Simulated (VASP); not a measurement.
Sn2H:

```xyz
6
Lattice="3.3979 0.0000 0.0000 -1.6990 2.9427 0.0000 0.0000 0.0000 12.0145" Properties=species:S:1:pos:R:3 pbc="T T T"
Sn    0.0000    1.9618   10.5754
Sn    1.6990    0.9809    1.4391
Sn    1.6990    0.9809    4.5681
Sn    0.0000    1.9618    7.4464
H     0.0000    1.9618    3.0036
H     1.6990    0.9809    9.0109
```

The cell was generated, and may not be a known phase.

* Program: VASP 6.6.1
* Task: relaxation of cell and atoms
* Functional: PBE
* Potentials or basis: VASP PAW PBE potentials, release 64 (Sn_d, H)
* Cutoff: 600 eV
* k mesh: 12 × 12 × 4
* Occupations: gaussian, width 0.1 eV
* Spin: no spin polarisation

At the start: pressure -0.6 GPa; volume 20.02 Å³/atom.

Problem. How do energy, volume and symmetry change on relaxing?

Solution. Over 6 steps the energy falls by 2.5 meV/atom and the volume is 19.79 Å³/atom (-1.1 %); space group P6_3/mmc (No. 194, to 0.1 Å) before and after.

The path:
| step | energy change (eV) | largest force (eV/Å) | pressure (GPa) | volume (Å³) |
| --- | --- | --- | --- | --- |
| 1 | 0.0000 | 0.1027 | -0.56 | 120.13 |
| 2 | -0.0117 | 0.0639 | -0.11 | 118.91 |
| 3 | -0.0140 | 0.0334 | 0.29 | 118.09 |
| 4 | -0.0140 | 0.0369 | 0.26 | 118.13 |
| 5 | -0.0149 | 0.0142 | 0.04 | 118.64 |
| 6 | -0.0149 | 0.0085 | 0.00 | 118.77 |

Final structure:
```xyz
6
Lattice="3.3616 0.0000 0.0000 -1.6808 2.9113 0.0000 0.0000 0.0000 12.1355" Properties=species:S:1:pos:R:3 pbc="T T T"
Sn    0.0000    1.9408   10.6931
Sn    1.6808    0.9704    1.4424
Sn    1.6808    0.9704    4.6254
Sn    0.0000    1.9408    7.5102
H     0.0000    1.9408    3.0339
H     1.6808    0.9704    9.1016
```

Caveat: the highest band is partly filled, so the run has too few bands.
